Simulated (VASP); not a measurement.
# Pd (P6_3/mmc) in VASP: notebook

Aim: see how the results for Pd move with the level of theory and the settings. Levels: PBE, BLYP. Tasks: single point.

Program: VASP 6.6.1. These are calculated values, not measurements. Logs are shortened: lines on timing, memory, paths and dates and some standing lists are left out, and cuts for length are marked.

**1. The cell of the first run**

Symmetry: P6_3/mmc, No. 194, hexagonal system. Conventional cell: a = 2.784 Å, b = 2.784 Å, c = 4.629 Å, α = 90.00°, β = 90.00°, γ = 120.00°. Within 3.7 Å of Pd (site symmetry -6m2) lie 12 Pd at 2.78 to 2.82 Å.

**2. Single point, PBE, collinear spin, ferromagnetic start**

Input file INCAR:

```
SYSTEM = Pd
ALGO = Normal
EDIFF = 1E-6
ENCUT = 520
GGA = PE
ISIF = 2
ISMEAR = 0
ISPIN = 2
LASPH = .TRUE.
LCHARG = .TRUE.
LELF = .TRUE.
LMAXMIX = 4
LORBIT = 11
LREAL = .FALSE.
LVHAR = .TRUE.
LWAVE = .FALSE.
MAGMOM = 0.43 0.43
NBANDS = 21
NELM = 150
PREC = Accurate
SIGMA = 0.1
```

Input file KPOINTS:

```
k-points
0
G
  3 3 2
  0 0 0
```

Input file POSCAR:

```
Pd
1.0
    2.7836650458      0.0000000000      0.0000000000
   -1.3918325229      2.4107246453      0.0000000000
    0.0000000000      0.0000000000      4.6288930000
Pd
2
Direct
    0.6666666667      0.3333333333      0.7500000000
    0.3333333333      0.6666666667      0.2500000000
```

Potentials or basis: VASP PAW PBE potentials, release 64 (Pd).

On the command line:

```sh
cat potpaw_PBE.64/Pd/POTCAR > POTCAR
mpirun -np 1 vasp_std > vasp.out
```

OUTCAR:

```text
SYSTEM = Pd
   EDIFF = 1E-6
   ENCUT = 520
   GGA = PE
   ISIF = 2
   ISMEAR = 0
   ISPIN = 2
   LASPH = .TRUE.
   LORBIT = 11
   LREAL = .FALSE.
   NELM = 150
   PREC = Accurate

 ion  position               nearest neighbor table
   1  0.667  0.333  0.750-   2 2.82   2 2.82   2 2.82   2 2.82   2 2.82   2 2.82
   2  0.333  0.667  0.250-   1 2.82   1 2.82   1 2.82   1 2.82   1 2.82   1 2.82

  LATTYP: Found a hexagonal cell.
 ALAT       =     2.7836650458
 C/A-ratio  =     1.6628771507

  Lattice vectors:

 A1 = (   2.7836650458,   0.0000000000,   0.0000000000)
 A2 = (  -1.3918325229,   2.4107246453,   0.0000000000)
 A3 = (   0.0000000000,   0.0000000000,   4.6288930000)

Analysis of symmetry for initial positions (statically):
=====================================================================
 Subroutine PRICEL returns:
 Original cell was already a primitive cell.

 Routine SETGRP: Setting up the symmetry group for a
 hexagonal supercell.

 Subroutine GETGRP returns: Found 24 space group operations
 (whereof 12 operations were pure point group operations)
 out of a pool of 24 trial point group operations.

The static configuration has the point symmetry D_3d.
 The point group associated with its full space group is D_6h.

Analysis of symmetry for dynamics (positions and initial velocities):
=====================================================================
 Subroutine PRICEL returns:
 Original cell was already a primitive cell.

 Routine SETGRP: Setting up the symmetry group for a
 hexagonal supercell.

 Subroutine GETGRP returns: Found 24 space group operations
 (whereof 12 operations were pure point group operations)
 out of a pool of 24 trial point group operations.

The dynamic configuration has the point symmetry D_3d.
 The point group associated with its full space group is D_6h.

Analysis of structural, dynamic, and magnetic symmetry:
=====================================================================
 Subroutine PRICEL returns:
 Original cell was already a primitive cell.

 Routine SETGRP: Setting up the symmetry group for a
 hexagonal supercell.

 Subroutine GETGRP returns: Found 24 space group operations
 (whereof 12 operations were pure point group operations)
 out of a pool of 24 trial point group operations.

The overall configuration has the point symmetry D_3d.
 The point group associated with its full space group is D_6h.

 Subroutine INISYM returns: Found 24 space group operations
 (whereof 12 operations are pure point group operations),
 and found     1 'primitive' translations

----------------------------------------------------------------------------------------

                                     Primitive cell

  volume of cell :      31.0629

  direct lattice vectors                    reciprocal lattice vectors
     2.783665046  0.000000000  0.000000000     0.359238624  0.207406516  0.000000000
    -1.391832523  2.410724645  0.000000000     0.000000000  0.414813032  0.000000000
     0.000000000  0.000000000  4.628893000     0.000000000  0.000000000  0.216034374

  length of vectors
     2.783665046  2.783665046  4.628893000     0.414813032  0.414813032  0.216034374

  position of ions in fractional coordinates (direct lattice)
     0.666666667  0.333333333  0.750000000
     0.333333333  0.666666667  0.250000000

  ion indices of the primitive-cell ions
   primitive index   ion index
                 1           1
                 2           2

----------------------------------------------------------------------------------------

 KPOINTS: k-points

Automatic generation of k-mesh.
 Grid dimensions read from file:
 generate k-points for:    3    3    2

 Generating k-lattice:

  Cartesian coordinates                     Fractional coordinates (reciprocal lattice)
     0.119746208  0.069135505  0.000000000     0.333333333  0.000000000  0.000000000
     0.000000000  0.138271011  0.000000000     0.000000000  0.333333333  0.000000000
     0.000000000  0.000000000  0.108017187     0.000000000  0.000000000  0.500000000

  Length of vectors
     0.138271011  0.138271011  0.108017187

  Shift w.r.t. Gamma in fractional coordinates (k-lattice)
     0.000000000  0.000000000  0.000000000

 Subroutine IBZKPT returns following result:
 ===========================================

 Found      6 irreducible k-points:

 Following reciprocal coordinates:
            Coordinates               Weight
  0.000000  0.000000  0.000000      1.000000
  0.333333  0.000000  0.000000      6.000000
  0.333333  0.333333  0.000000      2.000000
  0.000000  0.000000  0.500000      1.000000
  0.333333  0.000000  0.500000      6.000000
  0.333333  0.333333  0.500000      2.000000
   k-points           NKPTS =      6   k-points in BZ     NKDIM =      6   number of bands    NBANDS=     21
   number of dos      NEDOS =    301   number of ions     NIONS =      2
   total plane-waves  NPLWV =  20736
   dimension x,y,z NGX =    24 NGY =   24 NGZ =   36
   dimension x,y,z NGXF=    48 NGYF=   48 NGZF=   72
   ions per type =               2
   NGX,Y,Z   is equivalent  to a cutoff of  14.33, 14.33, 12.93 a.u.
   NGXF,Y,Z  is equivalent  to a cutoff of  28.67, 28.67, 25.86 a.u.
 SYSTEM =  Pd
   PREC   = accura    normal or accurate (medium, high low for compatibility)
   ISTART =      0    job   : 0-new  1-cont  2-samecut
   ICHARG =      2    charge: 1-file 2-atom 10-const
   ISPIN  =      2    spin polarized calculation?
   LNONCOLLINEAR =      F non collinear calculations
   LSORBIT =      F    spin-orbit coupling
   LASPH  =      T    aspherical Exc in radial PAW
   ENCUT  =  520.0 eV  38.22 Ry    6.18 a.u.   5.18  5.18  8.61*2*pi/ulx,y,z
   NELM   =    150;   NELMIN=  2; NELMDL= -5     # of ELM steps
   EDIFF  = 0.1E-05   stopping-criterion for ELM
   LREAL  =      F    real-space projection
   EDIFFG = 0.1E-04   stopping-criterion for IOM
   NSW    =      0    number of steps for IOM
   IBRION =     -1    ionic relax: 0-MD 1-quasi-New 2-CG
   NFREE  =      0    steps in history (QN), initial steepest desc. (CG)
   ISIF   =      2    stress and relaxation
   ISYM   =      2    0-nonsym 1-usesym 2-fastsym
   POTIM  = 0.5000    time-step for ionic-motion
   TEBEG  =    0.0;   TEEND  =   0.0 temperature during run
   PSTRESS=    0.0 pullay stress
   NELECT =      20.0000    total number of electrons
   NUPDOWN=      -1.0000    fix difference up-down
   EMIN   =  10.00;   EMAX   =-10.00  energy-range for DOS
   EFERMI =   0.00;   METHOD = LEGACY
   ISMEAR =     0;   SIGMA  =   0.10  broadening in eV -4-tet -1-fermi 0-gaus
   EFERMI_NEDOS =   21; number of points for ismear=-14 and -15
   IALGO  =     38    algorithm
   IMIX   =      4    mixing-type and parameters
     AMIX     =   0.40;   BMIX     =  1.00
     AMIX_MAG =   1.60;   BMIX_MAG =  1.00
  volume/ion in A,a.u.               =      15.53       104.81
  Fermi-wavevector in a.u.,A,eV,Ry     =   1.413636  2.671385 27.189429  1.998367
  Thomas-Fermi vector in A             =   2.535261
   LORBIT       =     11    0 simple, 1 ext, 2 COOP (PROOUT), +10 PAW based schemes
   GGA     = PE    functional components
   LHFCALC =     F    Hartree Fock is set to
   AEXX    =    0.0000 exact exchange contribution
   IVDW    =     0    specifies the selected vdW correction
   LEPSILON=     F    determine dielectric tensor
   LRPA    =     F    only Hartree local field effects (RPA)
 spin polarized calculation
 Gauss-broadening in eV      SIGMA  =   0.10
  energy-cutoff  :      520.00
  volume of cell :       31.06
 maximum number of plane-waves:       839
 NGX is ok and might be reduce to    24
   NGX = 11   NGY = 11   NGZ = 17

 number of electron      20.0000008 magnetization       0.9989599

 Free energy of the ion-electron system (eV)
  ---------------------------------------------------
  ext. energy  EPLUGINS =         0.00000000
  ---------------------------------------------------
  free energy    TOTEN  =        -9.74275771 eV

  energy without entropy =       -9.70882215  energy(sigma->0) =       -9.72578993

 E-fermi :   8.8248     XC(G=0): -12.8653

 val. band max:        8.7444313966   @ k =   0.3333   0.3333   0.0000
 cond. band min:       8.8317310184   @ k =   0.3333   0.0000   0.5000
 fundamental gap:      0.0872996218
 Fermi energy:         8.8247725873

 spin component 1

 k-point     1 :       0.0000    0.0000    0.0000
  band No.  band energies     occupation
      1       2.1805      1.00000
      2       3.9357      1.00000
      3       6.0011      1.00000
      4       6.3919      1.00000
      5       6.3919      1.00000
      6       6.7188      1.00000
[... 13 lines left out ...]
     20      32.9498      0.00000
     21      33.2209      0.00000
[... 97 lines left out ...]
 k-point     6 :       0.3333    0.3333    0.5000
  band No.  band energies     occupation
      1       4.9197      1.00000
      2       4.9197      1.00000
      3       5.4375      1.00000
      4       5.4375      1.00000
      5       6.3513      1.00000
      6       6.3513      1.00000
[... 13 lines left out ...]
     20      29.1598      0.00000
     21      32.4112      0.00000
 Fermi energy:         8.8247725873

 spin component 2

 k-point     1 :       0.0000    0.0000    0.0000
  band No.  band energies     occupation
      1       2.1996      1.00000
      2       4.1311      1.00000
      3       6.2965      1.00000
      4       6.7271      1.00000
      5       6.7271      1.00000
      6       7.0630      1.00000
[... 13 lines left out ...]
     20      32.9886      0.00000
     21      33.3035      0.00000
[... 97 lines left out ...]
 k-point     6 :       0.3333    0.3333    0.5000
  band No.  band energies     occupation
      1       5.2227      1.00000
      2       5.2227      1.00000
      3       5.7316      1.00000
      4       5.7316      1.00000
      5       6.6158      1.00000
      6       6.6158      1.00000
[... 13 lines left out ...]
     20      29.1895      0.00000
     21      32.4600      0.00000

------------------------ aborting loop because EDIFF is reached ----------------------------------------

  FORCE on cell =-STRESS in cart. coord.  units (eV):
  Direction    XX          YY          ZZ          XY          YZ          ZX
  --------------------------------------------------------------------------------------
  -------------------------------------------------------------------------------------
  Total        2.4889070      2.4889070     -3.0368399      0.0000000     -0.0000000      0.0000000
  in kB      128.3741348    128.3741348   -156.6356999      0.0000000     -0.0000000      0.0000000
  external PRESSURE =      33.3708566 kB  Pullay stress =       0.0000000 kB

 VOLUME and BASIS-vectors are now :
 -----------------------------------------------------------------------------
  energy-cutoff  :      520.00
  volume of cell :       31.06
      direct lattice vectors                 reciprocal lattice vectors
     2.783665046  0.000000000  0.000000000     0.359238624  0.207406516  0.000000000
    -1.391832523  2.410724645  0.000000000     0.000000000  0.414813032  0.000000000
     0.000000000  0.000000000  4.628893000     0.000000000  0.000000000  0.216034374

 POSITION                                       TOTAL-FORCE (eV/Angst)
 -----------------------------------------------------------------------------------
      1.39183      0.80357      3.47167         0.000000      0.000000      0.000000
     -0.00000      1.60715      1.15722        -0.000000     -0.000000      0.000000
 -----------------------------------------------------------------------------------
    total drift:                               -0.000000      0.000000     -0.000000

  FREE ENERGIE OF THE ION-ELECTRON SYSTEM (eV)
  ---------------------------------------------------
  free  energy   TOTEN  =        -9.7427577078 eV

  energy  without entropy=       -9.7088221478  energy(sigma->0) =       -9.72578993

 total charge

# of ion       s       p       d       tot
------------------------------------------
    1        0.460   0.449   8.433   9.343
    2        0.460   0.449   8.433   9.343
--------------------------------------------------
tot          0.920   0.898  16.867  18.685

 magnetization (x)

# of ion       s       p       d       tot
------------------------------------------
    1       -0.006  -0.015   0.525   0.503
    2       -0.006  -0.015   0.525   0.503
--------------------------------------------------
tot         -0.013  -0.031   1.050   1.006
```

It took 8.4 s on 1 thread of Intel Xeon 6975P-C (Granite Rapids), shared host; peak memory 0.16 GiB.

What came out:

```yaml
Free_energy: -9.7428 eV
Pressure: 3.3 GPa
Net_moment: 1.00 μB per cell
Site_moments: Pd +0.50 μB
Valence_electrons_inside_the_program's_atomic_spheres: Pd 9.34
```

Caveat: the k points lie up to 0.87 Å⁻¹ apart.

**3. Single point, BLYP, collinear spin, ferromagnetic start**

Input file INCAR:

```
SYSTEM = Pd
AGGAC = 1.0
AGGAX = 1.0
ALDAC = 0.0
ALDAX = 1.0
ALGO = Normal
EDIFF = 1E-6
ENCUT = 520
GGA = B5
ISIF = 2
ISMEAR = 0
ISPIN = 2
ISYM = 0
LASPH = .TRUE.
LCHARG = .FALSE.
LMAXMIX = 4
LORBIT = 11
LREAL = .FALSE.
LWAVE = .FALSE.
MAGMOM = 0.43 0.43
NBANDS = 21
NELM = 150
PREC = Accurate
SIGMA = 0.1
```

Input file KPOINTS:

```
k-points
0
G
  4 2 4
  0 0 0
```

POSCAR is that of step 2.

Potentials or basis: VASP PAW PBE potentials, release 64 (Pd).

On the command line:

```sh
cat potpaw_PBE.64/Pd/POTCAR > POTCAR
mpirun -np 1 vasp_std > vasp.out
```

Wall time 24 s (1 thread of Intel Xeon 6975P-C (Granite Rapids), shared host); peak memory 0.17 GiB.

The run converged. Its results:

```yaml
Free_energy: -8.1122 eV
Pressure: 15.6 GPa
Largest_force: 0.295 eV/Å
Net_moment: 0.86 μB per cell
Site_moments: Pd +0.43 μB
Valence_electrons_inside_the_program's_atomic_spheres: Pd 9.41
```

Forces on the atoms (eV/Å):
```
Pd   0.255  0.147  0.000
Pd  -0.255 -0.147  0.000
```

Stress tensor (GPa, compression positive):
```
13.25 -3.39  0.00
-3.39 17.16  0.00
 0.00  0.00 16.39
```

Levels at points of the mesh, in eV from the Fermi level:
Spin up:
```tsv
k point	band 6	band 7	band 8	band 9	band 10	band 11	band 12	band 13	band 14	band 15
(0.00, 0.00, 0.00)	-2.71	-2.66	-1.86	-1.81	-0.52	-0.47	0.96	6.37	17.05	18.59
(0.50, 0.00, 0.00)	-2.31	-1.78	-0.45	-0.28	-0.27	2.37	4.15	9.07	9.58	12.20
(0.00, 0.50, 0.00)	-2.24	-1.85	-0.51	-0.33	-0.24	2.29	4.08	9.03	9.62	12.19
(0.50, 0.50, 0.00)	-2.24	-1.85	-0.51	-0.33	-0.24	2.29	4.08	9.03	9.62	12.19
(0.00, 0.00, 0.50)	-3.00	-2.83	-2.83	-0.98	-0.98	-0.94	-0.94	13.58	13.58	17.45
(0.50, 0.00, 0.50)	-1.73	-0.64	-0.64	-0.34	-0.34	2.53	2.53	7.59	7.59	15.98
(0.00, 0.50, 0.50)	-1.70	-0.71	-0.71	-0.38	-0.38	2.48	2.48	7.57	7.57	15.98
(0.50, 0.50, 0.50)	-1.70	-0.71	-0.71	-0.38	-0.38	2.48	2.48	7.57	7.57	15.98
```
Spin down:
| k point | band 5 | band 6 | band 7 | band 8 | band 9 | band 10 | band 11 | band 12 | band 13 | band 14 |
| --- | --- | --- | --- | --- | --- | --- | --- | --- | --- | --- |
| (0.00, 0.00, 0.00) | -2.64 | -2.31 | -2.31 | -1.63 | -1.56 | -0.27 | -0.20 | 0.95 | 6.55 | 17.06 |
| (0.50, 0.00, 0.00) | -2.33 | -2.01 | -1.62 | -0.05 | -0.02 | 0.13 | 2.53 | 4.31 | 9.18 | 9.64 |
| (0.00, 0.50, 0.00) | -2.37 | -1.99 | -1.65 | -0.04 | 0.04 | 0.14 | 2.48 | 4.27 | 9.14 | 9.67 |
| (0.50, 0.50, 0.00) | -2.37 | -1.99 | -1.65 | -0.04 | 0.04 | 0.14 | 2.48 | 4.27 | 9.14 | 9.67 |
| (0.00, 0.00, 0.50) | -2.68 | -2.68 | -2.65 | -2.65 | -0.72 | -0.72 | -0.65 | -0.65 | 13.66 | 13.66 |
| (0.50, 0.00, 0.50) | -1.50 | -1.50 | -0.39 | -0.39 | 0.06 | 0.06 | 2.58 | 2.58 | 7.76 | 7.76 |
| (0.00, 0.50, 0.50) | -1.45 | -1.45 | -0.41 | -0.41 | 0.07 | 0.07 | 2.55 | 2.55 | 7.74 | 7.74 |
| (0.50, 0.50, 0.50) | -1.45 | -1.45 | -0.41 | -0.41 | 0.07 | 0.07 | 2.55 | 2.55 | 7.74 | 7.74 |

Caveat: the k points lie up to 1.30 Å⁻¹ apart; the PAW data sets were made with another functional, which shifts forces and pressure a little.
